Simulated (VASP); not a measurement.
Input of a VASP 6.6.1 run:

The input INCAR:

```
SYSTEM = Mo
ALGO = Fast
EDIFF = 1E-7
EDIFFG = -0.04
ENCUT = 600
GGA = PS
IBRION = 2
ISIF = 3
ISMEAR = 0
LASPH = .True.
LCHARG = .False.
LREAL = .False.
LWAVE = .False.
NELM = 60
NSW = 90
PREC = Accurate
SIGMA = 0.1
```

Contents of KPOINTS:

```
k-points
0
Gamma
  9 9 2
  0 0 0
```

The input POSCAR:

```
Mo
1.0
    2.8460933703      0.0000000000      0.0000000000
   -1.4230466851      2.4647891602      0.0000000000
    0.0000000000      0.0000000000      9.1006514900
Mo
4
Direct
    0.3333333333      0.6666666667      0.3823097641
    0.6666666667      0.3333333333      0.8823097641
    0.6666666667      0.3333333333      0.6176902359
    0.3333333333      0.6666666667      0.1176902359
```

Potentials or basis: VASP PAW PBE potentials, release 64 (Mo_sv).

Command:

```bash
$ cat potpaw_PBE.64/Mo_sv/POTCAR > POTCAR
$ mpirun -np 1 vasp_std > vasp.out
```

Question: Predict the relaxed cell.

Answer: a = 2.739 Å, b = 2.739 Å, c = 9.828 Å, α = 90.00°, β = 90.00°, γ = 120.00°.

Question: What does it give for the space group after relaxing (to 0.1 Å)?

Answer: P6_3/mmc (No. 194).

Question: What does it give for the band gap on the k mesh?

Answer: Zero (bands 28 and 29 overlap by 1.54 eV).

Step by step:
| step | energy change (eV) | largest force (eV/Å) | pressure (GPa) | volume (Å³) |
| --- | --- | --- | --- | --- |
| 1 | 0.0000 | 0.0125 | 1.58 | 63.84 |
| 2 | -0.0070 | 0.2046 | -4.24 | 65.30 |
| 3 | -0.0115 | 0.1308 | -2.06 | 64.74 |
| 4 | -0.0272 | 0.2388 | -2.38 | 64.68 |
| 5 | -0.0606 | 0.3404 | -2.29 | 64.43 |
| 6 | -0.0881 | 0.0501 | 2.30 | 63.71 |
| 7 | -0.1045 | 0.2110 | -0.17 | 64.04 |
| 8 | -0.1098 | 0.1145 | 0.21 | 63.90 |
| 9 | -0.1112 | 0.0115 | 0.57 | 63.78 |
| 10 | -0.1109 | 0.0701 | -1.18 | 64.21 |
| 11 | -0.1120 | 0.0250 | -0.26 | 63.98 |
| 12 | -0.1126 | 0.0199 | 0.04 | 63.87 |

Caveat: the PAW data sets were made with another functional, which shifts forces and pressure a little.
